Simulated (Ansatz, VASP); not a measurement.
**One calculation of W, two programs**

The input INCAR:

```
PREC = Accurate
ENCUT = 520
EDIFF = 1E-6
ISMEAR = -1
SIGMA = 0.05
LREAL = False
LASPH = True
NELM = 80
ALGO = Fast
ISIF = 2
LWAVE = False
LCHARG = False
GGA = PE
NBANDS = 36
```

File KPOINTS:

```
Automatic mesh
0
Gamma
  9 6 6
```

File POSCAR:

```
W
1.0
    2.7908046399      0.0000000000      0.0000000000
    0.0000000000      4.8312255936      0.0000000000
    0.0000000000      0.0000000000      4.8906490714
W
4
Direct
    0.7931720000      0.9368430000      0.7500000000
    0.2068280000      0.4368430000      0.7500000000
    0.2068280000      0.0631570000      0.2500000000
    0.7931720000      0.5631570000      0.2500000000
```

Contents of input.yaml:

```yaml
crystal:
  lattice:
    - [2.7908046399, 0.0, 0.0]
    - [0.0, 4.8312255936, 0.0]
    - [0.0, 0.0, 4.8906490714]
  atoms:
    - { symbol: W, position: [0.793172, 0.936843, 0.75] }
    - { symbol: W, position: [0.206828, 0.436843, 0.75] }
    - { symbol: W, position: [0.206828, 0.063157, 0.25] }
    - { symbol: W, position: [0.793172, 0.563157, 0.25] }
hamiltonian:
  xc: pbe
  pseudopotentials: { kind: paw }
kpoints:
  mp_grid: { grid: [9, 6, 6] }
scf:
  occupations: { method: fermi_dirac, width: 0.05 }
output:
  forces: true
  stress: true
  eigenvalues: true
```

Alike in both runs: task single point; functional PBE; k mesh 9 × 6 × 6; occupations fermi-dirac, width 0.05 eV; no spin polarisation.

|  | VASP | Ansatz |
| --- | --- | --- |
| version | VASP 6.6.1 | Ansatz 0.2.0 |
| potentials or method | VASP PAW PBE potentials, release 64 (W_sv) | Ansatz PAW |
| plane-wave cutoff (eV) | 520 | 420 |
| valence electrons in the cell | 56 | 56 |

Ansatz gave:

* gap on the k mesh at the Fermi level (eV): none
* pressure (GPa): 2.9
* traceless stress, the component that is largest in VASP (GPa): -0.96
* rms of the force components (eV/Å): 0.091

Question: Estimate VASP's values.

Answer: gap on the k mesh at the Fermi level (eV): none; pressure (GPa): 3.4; traceless stress, the component that is largest in VASP (GPa): -1.03; rms of the force components (eV/Å): 0.095.

Atom by atom the forces differ by 0.005 eV/Å (rms over components). A gap of «none» marks a metal or a gap that the smearing closes.

Neither program's run includes spin-orbit coupling.
